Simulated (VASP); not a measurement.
# HfSi3 in VASP: a series of runs

The runs below take HfSi3 through single point, with PBE.

All numbers are computed with VASP 6.6.1; they aren't measurements. Logs are shortened: lines on timing, memory, paths and dates and some standing lists are left out, and cuts for length are marked.

## (1) The cell of the first run

The cell holds an amorphous packing of atoms, 20 atoms: a = 6.784 Å, b = 7.082 Å, c = 7.052 Å, α = 90.86°, β = 94.08°, γ = 91.20°.

## (2) Single point, PBE

Contents of INCAR:

```
SYSTEM = HfSi3
PREC     = Accurate       ! precision mode
ENCUT    = 520            ! plane-wave cutoff, eV
EDIFF    = 1E-7           ! SCF threshold, eV
ISMEAR   = -1             ! smearing method
SIGMA    = 0.1698         ! smearing width, eV
LREAL    = Auto         
LASPH    = .TRUE.         ! aspherical terms in the spheres
NELM     = 100            ! most SCF steps
ALGO     = Normal         ! electronic algorithm
ISIF     = 2              ! what is computed and relaxed
LWAVE    = .FALSE.        ! write WAVECAR
LCHARG   = .FALSE.        ! write CHGCAR
GGA      = PE             ! functional
NBANDS   = 71             ! bands
ISYM     = 0
```

Contents of KPOINTS:

```
Automatic mesh
0
Gamma
  1 1 1
  0.25 0.25 0.25
```

Contents of POSCAR:

```
HfSi3
1.0
    6.7792930000     -0.0738530000     -0.2467120000
   -0.0738530000      7.0813630000     -0.0543890000
   -0.2467120000     -0.0543890000      7.0472650000
Si Hf
15 5
Direct
    0.9791130028      0.9772451985      0.8148993001
    0.5777899902      0.1789752734      0.8754408994
    0.8332829564      0.7878165581      0.4389964702
    0.5617859096      1.0500991020      0.5066162781
    0.3744211905      0.5100426540      0.4978589440
    0.6566870362      0.4154164070      0.6713134322
    0.4177089419      0.8898694902      0.9549141291
    1.0460130391      0.4531334604      0.3816823186
    0.3165562062      0.8213407666      0.6416461021
    0.3927272924      0.7855715494      0.2845283932
    0.2445939163      0.1700240584      0.6485701464
    0.2951551513      0.4205364604      0.9086439740
    0.0106011982      0.6322844970      0.6966686742
   -0.0735649601      0.3137232027     -0.0070074372
    0.6974689956      0.7235772635      0.8546780367
    0.0439684157      0.6447289502      1.0847328288
    0.7514103069      0.9912486255      0.1600771308
    0.6125694091      0.5292635821      0.1655566154
    0.8944038447      0.1786568512      0.5221204437
    0.2499638136      0.1611636693      0.1767060843
```

Potentials or basis: VASP PAW PBE potentials, release 64 (Si, Hf_pv).

The run is started by

```
$ cat potpaw_PBE.64/Si/POTCAR potpaw_PBE.64/Hf_pv/POTCAR > POTCAR
$ mpirun -np 1 vasp_std > vasp.out
```

OUTCAR:

```text
SYSTEM = HfSi3
   PREC = Accurate
   ENCUT = 520
   EDIFF = 1E-7
   ISMEAR = -1
   LREAL = Auto
   LASPH = .TRUE.
   NELM = 100
   ISIF = 2
   GGA = PE
   ISYM = 0

 ion  position               nearest neighbor table
   1  0.979  0.977  0.815-  19 2.57  13 2.59  11 2.59  15 2.63  14 2.72   9 2.90  17 2.98   3 3.04
                            16 3.07   7 3.14  20 3.27
   2  0.578  0.179  0.875-   6 2.30   7 2.39  14 2.61  12 2.62  17 2.64  11 2.67   4 2.74  20 3.19
                            18 3.19  19 3.40
   3  0.833  0.788  0.439-  13 2.40  17 2.49   4 2.70  19 2.84   8 2.84  18 2.95   1 3.04  10 3.11
                            16 3.13
   4  0.562  0.050  0.507-  19 2.41   9 2.54  11 2.59  10 2.62   3 2.70   2 2.74   6 2.86  17 2.87
                            20 3.15
   5  0.374  0.510  0.498-   6 2.31   8 2.34   9 2.46  10 2.49  11 2.80  18 2.94  12 3.06  13 3.06
                            20 3.38
   6  0.657  0.415  0.671-   2 2.30   5 2.31  15 2.52  19 2.61  13 2.82   4 2.86  14 2.92  12 3.07

   7  0.418  0.890  0.955-   9 2.31   2 2.39  15 2.40  10 2.47  17 2.68  20 2.77  11 3.14   1 3.14
                            18 3.23  16 3.24
   8  0.046  0.453  0.382-   5 2.34  19 2.44  16 2.51  13 2.57   3 2.84  20 2.93  14 2.95  11 3.04
                            18 3.27
   9  0.317  0.821  0.642-   7 2.31   5 2.46  13 2.50  11 2.53   4 2.54  10 2.62   1 2.90  15 2.99

  10  0.393  0.786  0.285-   7 2.47   5 2.49  18 2.54   4 2.62   9 2.62  16 2.82  20 2.94  17 3.00
                             3 3.11
  11  0.245  0.170  0.649-  19 2.48   9 2.53  12 2.53   4 2.59   1 2.59   2 2.67   5 2.80   8 3.04
                             7 3.14  20 3.33
  12  0.295  0.421  0.909-  11 2.53   2 2.62  20 2.68  16 2.71  14 2.71  18 2.80  13 2.83   5 3.06
                             6 3.07
  13  0.011  0.632  0.697-   3 2.40   9 2.50  15 2.56   8 2.57   1 2.59  16 2.73   6 2.82  12 2.83
                             5 3.06  19 3.48
  14  0.926  0.314  0.993-  16 2.52   2 2.61  12 2.71   1 2.72  20 2.72  17 2.86   6 2.92   8 2.95
                            18 2.97  19 3.43
  15  0.697  0.724  0.855-   7 2.40   6 2.52  13 2.56   1 2.63  18 2.70  16 2.83  17 2.85   9 2.99

  16  0.044  0.645  0.085-   8 2.51  14 2.52  12 2.71  13 2.73  10 2.82  15 2.83   1 3.07  18 3.12
                             3 3.13   7 3.24  17 3.25  20 3.77
  17  0.751  0.991  0.160-   3 2.49   2 2.64   7 2.68  15 2.85  14 2.86   4 2.87  19 2.95   1 2.98
                            10 3.00  16 3.25  18 3.39  20 3.56  20 3.64
  18  0.613  0.529  0.166-  10 2.54  15 2.70  12 2.80   5 2.94   3 2.95  14 2.97  16 3.12   2 3.19
                             7 3.23   8 3.27  17 3.39  20 3.55
  19  0.894  0.179  0.522-   4 2.41   8 2.44  11 2.48   1 2.57   6 2.61   3 2.84  17 2.95   2 3.40
                            14 3.43  13 3.48  20 3.55
  20  0.250  0.161  0.177-  12 2.68  14 2.72   7 2.77   8 2.93  10 2.94   4 3.15   2 3.19   1 3.27
                            11 3.33   5 3.38  19 3.55  18 3.55  17 3.56  17 3.64  16 3.77

IMPORTANT INFORMATION: All symmetrisations will be switched off!
NOSYMM: (Re-)initialisation of all symmetry stuff for point group C_1.

----------------------------------------------------------------------------------------

                                     Primitive cell

  volume of cell :     337.8240

  direct lattice vectors                    reciprocal lattice vectors
     6.779293000 -0.073853000 -0.246712000     0.147713857  0.001580350  0.005183392
    -0.073853000  7.081363000 -0.054389000     0.001580350  0.141241031  0.001145388
    -0.246712000 -0.054389000  7.047265000     0.005183392  0.001145388  0.142089321

  length of vectors
     6.784182682  7.081956959  7.051791897     0.147813222  0.141254516  0.142188448

  position of ions in fractional coordinates (direct lattice)
     0.979113003  0.977245199  0.814899300
     0.577789990  0.178975273  0.875440899
     0.833282956  0.787816558  0.438996470
     0.561785910  0.050099102  0.506616278
     0.374421191  0.510042654  0.497858944
     0.656687036  0.415416407  0.671313432
[... 12 lines left out ...]
     0.894403845  0.178656851  0.522120444
     0.249963814  0.161163669  0.176706084

  ion indices of the primitive-cell ions
   primitive index   ion index
                 1           1
                 2           2
                 3           3
                 4           4
                 5           5
                 6           6
[... 12 lines left out ...]
                19          19
                20          20

----------------------------------------------------------------------------------------

 KPOINTS: Automatic mesh

Automatic generation of k-mesh.
 Grid dimensions read from file:
 generate k-points for:    1    1    1

 Generating k-lattice:

  Cartesian coordinates                     Fractional coordinates (reciprocal lattice)
     0.147713857  0.001580350  0.005183392     1.000000000 -0.000000000 -0.000000000
     0.001580350  0.141241031  0.001145388    -0.000000000  1.000000000  0.000000000
     0.005183392  0.001145388  0.142089321     0.000000000  0.000000000  1.000000000

  Length of vectors
     0.147813222  0.141254516  0.142188448

  Shift w.r.t. Gamma in fractional coordinates (k-lattice)
     0.250000000  0.250000000  0.250000000

 Subroutine IBZKPT returns following result:
 ===========================================

 Found      1 irreducible k-points:

 Following reciprocal coordinates:
            Coordinates               Weight
  0.250000  0.250000  0.250000      2.000000
   k-points           NKPTS =      1   k-points in BZ     NKDIM =      1   number of bands    NBANDS=     71
   number of dos      NEDOS =    301   number of ions     NIONS =     20
   total plane-waves  NPLWV = 145800
   dimension x,y,z NGX =    50 NGY =   54 NGZ =   54
   dimension x,y,z NGXF=   100 NGYF=  108 NGZF=  108
   ions per type =              15   5
   NGX,Y,Z   is equivalent  to a cutoff of  12.25, 12.68, 12.73 a.u.
   NGXF,Y,Z  is equivalent  to a cutoff of  24.50, 25.35, 25.46 a.u.
 SYSTEM =  HfSi3
   PREC   = accura    normal or accurate (medium, high low for compatibility)
   ISTART =      0    job   : 0-new  1-cont  2-samecut
   ICHARG =      2    charge: 1-file 2-atom 10-const
   ISPIN  =      1    spin polarized calculation?
   LNONCOLLINEAR =      F non collinear calculations
   LSORBIT =      F    spin-orbit coupling
   LASPH  =      T    aspherical Exc in radial PAW
   ENCUT  =  520.0 eV  38.22 Ry    6.18 a.u.  12.61 13.17 13.11*2*pi/ulx,y,z
   NELM   =    100;   NELMIN=  2; NELMDL= -5     # of ELM steps
   EDIFF  = 0.1E-06   stopping-criterion for ELM
   LREAL  =      T    real-space projection
   EDIFFG = 0.1E-05   stopping-criterion for IOM
   NSW    =      0    number of steps for IOM
   IBRION =     -1    ionic relax: 0-MD 1-quasi-New 2-CG
   NFREE  =      0    steps in history (QN), initial steepest desc. (CG)
   ISIF   =      2    stress and relaxation
   ISYM   =      0    0-nonsym 1-usesym 2-fastsym
   POTIM  = 0.5000    time-step for ionic-motion
   TEBEG  =    0.0;   TEEND  =   0.0 temperature during run
   PSTRESS=    0.0 pullay stress
   NELECT =     110.0000    total number of electrons
   NUPDOWN=      -1.0000    fix difference up-down
   EMIN   =  10.00;   EMAX   =-10.00  energy-range for DOS
   EFERMI =   0.00;   METHOD = LEGACY
   ISMEAR =    -1;   SIGMA  =   0.17  broadening in eV -4-tet -1-fermi 0-gaus
   EFERMI_NEDOS =   21; number of points for ismear=-14 and -15
   IALGO  =     38    algorithm
   IMIX   =      4    mixing-type and parameters
     AMIX     =   0.40;   BMIX     =  1.00
     AMIX_MAG =   1.60;   BMIX_MAG =  1.00
  volume/ion in A,a.u.               =      16.89       113.99
  Fermi-wavevector in a.u.,A,eV,Ry     =   1.126269  2.128340 17.258752  1.268482
  Thomas-Fermi vector in A             =   2.262950
   LORBIT       =      0    0 simple, 1 ext, 2 COOP (PROOUT), +10 PAW based schemes
   GGA     = PE    functional components
   LHFCALC =     F    Hartree Fock is set to
   AEXX    =    0.0000 exact exchange contribution
   IVDW    =     0    specifies the selected vdW correction
   LEPSILON=     F    determine dielectric tensor
   LRPA    =     F    only Hartree local field effects (RPA)
 non-spin polarized calculation
  energy-cutoff  :      520.00
  volume of cell :      337.82
 maximum number of plane-waves:      9089
 NGX is ok and might be reduce to    50
   NGX = 25   NGY = 27   NGZ = 27

 number of electron     110.0000000 magnetization

 Free energy of the ion-electron system (eV)
  ---------------------------------------------------
  ext. energy  EPLUGINS =         0.00000000
  ---------------------------------------------------
  free energy    TOTEN  =      -127.93855576 eV

  energy without entropy =     -127.05501168  energy(sigma->0) =     -127.49678372

 E-fermi :   7.7654     XC(G=0): -11.0013

 val. band max:        7.6071871827   @ k =   0.2500   0.2500   0.2500
 cond. band min:       7.8927636576   @ k =   0.2500   0.2500   0.2500
 fundamental gap:      0.2855764749
 Fermi energy:         7.7654118346

 k-point     1 :       0.2500    0.2500    0.2500
  band No.  band energies     occupation
      1     -23.3420      2.00000
      2     -23.2692      2.00000
      3     -23.2190      2.00000
      4     -23.1359      2.00000
      5     -23.0935      2.00000
      6     -23.0547      2.00000
[... 59 lines left out ...]
     66       9.9031      0.00001
     67      10.0215      0.00000
 [bands above 67 left out]

------------------------ aborting loop because EDIFF is reached ----------------------------------------

  FORCE on cell =-STRESS in cart. coord.  units (eV):
  Direction    XX          YY          ZZ          XY          YZ          ZX
  --------------------------------------------------------------------------------------
  -------------------------------------------------------------------------------------
  Total       14.8085057      7.3896551      3.2520687      7.5255937     -4.2789527      4.8401241
  in kB       70.2314027     35.0464695     15.4233890     35.6911773    -20.2935295     22.9549635
  external PRESSURE =      40.2337537 kB  Pullay stress =       0.0000000 kB

 VOLUME and BASIS-vectors are now :
 -----------------------------------------------------------------------------
  energy-cutoff  :      520.00
  volume of cell :      337.82
      direct lattice vectors                 reciprocal lattice vectors
     6.779293000 -0.073853000 -0.246712000     0.147713857  0.001580350  0.005183392
    -0.073853000  7.081363000 -0.054389000     0.001580350  0.141241031  0.001145388
    -0.246712000 -0.054389000  7.047265000     0.005183392  0.001145388  0.142089321

 POSITION                                       TOTAL-FORCE (eV/Angst)
 -----------------------------------------------------------------------------------
      6.36448      6.80360      5.44810         0.008189     -0.283715      1.753922
      3.68781      1.17710      6.01718         0.206566      1.073177      0.656612
      5.48258      5.49340      2.84530         0.823169     -1.199818      0.546844
      3.67982      0.28573      3.42893        -2.802336     -0.475120     -0.715156
      2.37781      3.55707      3.38843         0.375993      0.359378     -1.070318
      4.25557      2.85670      4.54632         0.817900      1.340925      0.056808
[... 12 lines left out ...]
      5.92142      1.17068      3.44914         0.463711     -1.180212      0.452229
      1.63908      1.11319      1.17486         0.376448     -0.554244      1.361975
 -----------------------------------------------------------------------------------
    total drift:                               -0.000343     -0.001949      0.001071

  FREE ENERGIE OF THE ION-ELECTRON SYSTEM (eV)
  ---------------------------------------------------
  free  energy   TOTEN  =      -127.9385557574 eV

  energy  without entropy=     -127.0550116805  energy(sigma->0) =     -127.49678372
```

It took 82 s on 1 thread of AMD EPYC 7R43 (Zen 3), shared host; peak memory 0.32 GiB.

What came out:

- Free energy: -127.9386 eV
- Pressure: 4.0 GPa
- Largest force: 3.422 eV/Å
- Band gap on the k mesh: 0.29 eV

Forces in eV/Å, atoms in the order of the input:
```
Si   0.008 -0.284  1.754
Si   0.207  1.073  0.657
Si   0.823 -1.200  0.547
Si  -2.802 -0.475 -0.715
Si   0.376  0.359 -1.070
Si   0.818  1.341  0.057
Si  -0.960 -1.011  0.903
Si  -0.404  0.615 -0.241
Si  -0.041  0.221 -0.777
Si  -0.347  1.468  0.720
Si   1.520 -0.294  0.204
Si  -0.236  0.046  0.003
Si  -0.273 -0.776 -0.169
Si  -0.532 -1.304 -0.179
Si   0.595 -0.340 -0.386
Hf   0.891  2.933 -1.522
Hf  -0.783  0.480 -1.936
Hf   0.300 -1.120  0.338
Hf   0.464 -1.180  0.452
Hf   0.376 -0.554  1.362
```

Caveat: the k points lie up to 0.93 Å⁻¹ apart; spin-orbit coupling is left out, which moves the levels of the heavy elements.

## (3) Single point, PBE

Contents of INCAR:

```
SYSTEM = HfSi3
PREC     = Accurate       ! precision mode
ENCUT    = 520            ! plane-wave cutoff, eV
EDIFF    = 1E-6           ! SCF threshold, eV
ISMEAR   = -1             ! smearing method
SIGMA    = 0.1698         ! smearing width, eV
LREAL    = Auto         
LASPH    = .True.         ! aspherical terms in the spheres
NELM     = 80             ! most SCF steps
ALGO     = Normal         ! electronic algorithm
ISIF     = 2              ! what is computed and relaxed
LWAVE    = .False.        ! write WAVECAR
LCHARG   = .True.         ! write CHGCAR
GGA      = PE             ! functional
LELF     = .True.         ! ELF
LVHAR    = .True.       
ISYM     = 0            
NBANDS   = 71             ! bands
```

KPOINTS is that of step 2.

Contents of POSCAR:

```
HfSi3
1.0
    6.7792930000     -0.0738530000     -0.2467120000
   -0.0738530000      7.0813630000     -0.0543890000
   -0.2467120000     -0.0543890000      7.0472650000
Si Hf
15 5
Direct
    1.0231123303      1.0319523979      0.8489513234
    0.3781186604      0.1934652447      0.8859406865
    0.8066531833      0.8405522678      0.4369628242
    0.5765730103      1.1500352176      0.4045154746
    0.3782909212      0.4635374617      0.4128796418
    0.6787418083      0.3819738891      0.6055387341
    0.4501465183      0.7720670238      0.9894681839
    1.0313052467      0.4908798098      0.3461019051
    0.2536164327      0.7695244182      0.6770745645
    0.4650952548      0.8021295811      0.3563966455
    0.3349959464      0.0517896140      0.5754031252
    0.4248032009      0.5142073080      0.8219973662
   -0.0119948073      0.5558511168      0.7087349381
    0.0282630212      0.3311906614      0.0211253522
    0.7295549070      0.8075500499      0.7557819650
    0.0597341753      0.6956569498      1.0848119410
    0.7101601610      1.0509635303      0.1021677046
    0.6669833728      0.4895378016      0.1879635963
    0.9538027447      0.1924103035      0.5068306055
    0.2518086611      0.1004428533      0.2238224623
```

Potentials or basis: VASP PAW PBE potentials, release 64 (Si, Hf_pv).

The run is started by

```
$ cat potpaw_PBE.64/Si/POTCAR potpaw_PBE.64/Hf_pv/POTCAR > POTCAR
$ mpirun -np 1 vasp_std > vasp.out
```

Run time: 85 s. Hardware: 1 thread of AMD EPYC 7R43 (Zen 3), shared host; peak memory 0.31 GiB.

Results (log left out):

```
Free energy            : -127.6431 eV
Pressure               : 7.5 GPa
Largest force          : 3.995 eV/Å
Band gap on the k mesh : 0.24 eV
```

Forces on the atoms (eV/Å):
```
Si   0.080 -0.155  0.771
Si   0.328  0.216  0.146
Si   1.154 -1.098 -0.880
Si   1.520  0.330 -0.696
Si  -0.033 -0.035  0.425
Si  -1.320  2.286  1.759
Si  -0.075  1.992  1.520
Si   0.335 -0.706  1.664
Si  -0.733 -1.174  0.497
Si  -0.640 -0.580 -0.956
Si  -1.508  0.375  2.112
Si   0.579 -2.451 -1.518
Si  -0.163 -0.270  0.369
Si  -1.617  0.167 -0.246
Si   0.476 -0.406  0.870
Hf  -0.094  3.196 -2.395
Hf   1.715 -1.254 -1.677
Hf  -0.112  0.455 -0.325
Hf   0.968 -0.699  0.651
Hf  -0.861 -0.190 -2.092
```

Stress tensor (GPa, compression positive):
```
 8.38  4.99  0.60
 4.99  6.18 -1.37
 0.60 -1.37  7.90
```

Levels at points of the mesh, in eV from the valence-band top:
| k point | band 53 | band 54 | band 55 | band 56 | band 57 | band 58 |
| --- | --- | --- | --- | --- | --- | --- |
| (0.25, 0.25, 0.25) | -0.35 | -0.19 | 0.00 | 0.24 | 0.51 | 0.79 |

Caveat: the k points lie up to 0.93 Å⁻¹ apart; spin-orbit coupling is left out, which moves the levels of the heavy elements.

## (4) Single point, PBE

Contents of INCAR:

```
PREC = Accurate
ENCUT = 520
EDIFF = 1E-7
ISMEAR = -1
SIGMA = 0.1698
LREAL = Auto
LASPH = True
NELM = 100
ALGO = Normal
ISIF = 2
LWAVE = False
LCHARG = False
GGA = PE
NBANDS = 71
ISYM = 0
```

KPOINTS is that of step 3.

Contents of POSCAR:

```
HfSi3
1.0
    6.7792930000     -0.0738530000     -0.2467120000
   -0.0738530000      7.0813630000     -0.0543890000
   -0.2467120000     -0.0543890000      7.0472650000
Si Hf
15 5
Direct
    1.0571008725      1.0075106226      0.9073043182
    0.4662902318      0.2421581024      0.9068468594
    0.9001958311      0.8231204755      0.4137917069
    0.5995779628      1.0886136282      0.3915063056
    0.3765440226      0.5762187160      0.4597618918
    0.6117490702      0.3487174548      0.5968187985
    0.3949118560      0.8799956025      0.8503350697
    1.0762012162      0.4437986816      0.3416108974
    0.1386865059      0.7691235892      0.6483647895
    0.4829382493      0.8023535173      0.2568731085
    0.3308392633      0.0610084902      0.6008529844
    0.5457638658      0.5949184027      0.9007127605
   -0.1244886148      0.5439289455      0.7778074070
   -0.0235910457      0.3330550305     -0.0035698479
    0.6907337265      0.8787924983      0.7046631487
    0.1281904222      0.7037237113      1.1069113967
    0.7391215387      0.9684504114      0.0807804450
    0.6704054502      0.4308337772      0.1740961476
    0.9619027400      0.1802729563      0.5368519297
    0.2449889281      0.1271437585      0.2202640216
```

The run is started by

```
$ cat potpaw_PBE.64/Si/POTCAR potpaw_PBE.64/Hf_pv/POTCAR > POTCAR
$ mpirun -np 1 vasp_std > vasp.out
```

It took 82 s on 1 thread of AMD EPYC 7R43 (Zen 3), shared host; peak memory 0.31 GiB.

The run converged. Its results:

```
Free energy            : -127.6351 eV
Pressure               : 7.5 GPa
Largest force          : 4.169 eV/Å
Band gap on the k mesh : 0.35 eV
```

Forces on the atoms (eV/Å):
```
Si  -0.219  0.011 -2.514
Si   0.087 -0.446 -0.619
Si  -0.789 -0.887 -1.376
Si   0.382  0.440  0.478
Si   0.581 -0.004  0.289
Si  -0.775  1.253  1.031
Si   0.223 -0.158  2.810
Si  -1.069  0.395 -0.355
Si  -0.761 -0.726  0.542
Si  -0.269 -1.034  0.176
Si  -0.398  1.348 -1.316
Si  -0.911  0.953 -1.394
Si   0.280  0.850 -1.017
Si   1.125 -1.213  1.047
Si   1.280 -0.055 -1.447
Hf   0.238 -0.826 -1.995
Hf   0.601  1.246  0.091
Hf   0.404 -0.269  4.141
Hf  -0.803 -0.991  1.826
Hf   0.789  0.112 -0.396
```

Stress tensor (GPa, compression positive):
```
 8.77  4.37  5.02
 4.37  6.50 -0.80
 5.02 -0.80  7.31
```

Levels at points of the mesh, in eV from the valence-band top:
```
           k point  band 51  band 52  band 53  band 54  band 55  band 56  band 57  band 58  band 59  band 60
(0.25, 0.25, 0.25)    -0.82    -0.67    -0.32    -0.18     0.00     0.35     0.58     0.64     0.78     1.01
```

Caveat: the k points lie up to 0.93 Å⁻¹ apart; spin-orbit coupling is left out, which moves the levels of the heavy elements.
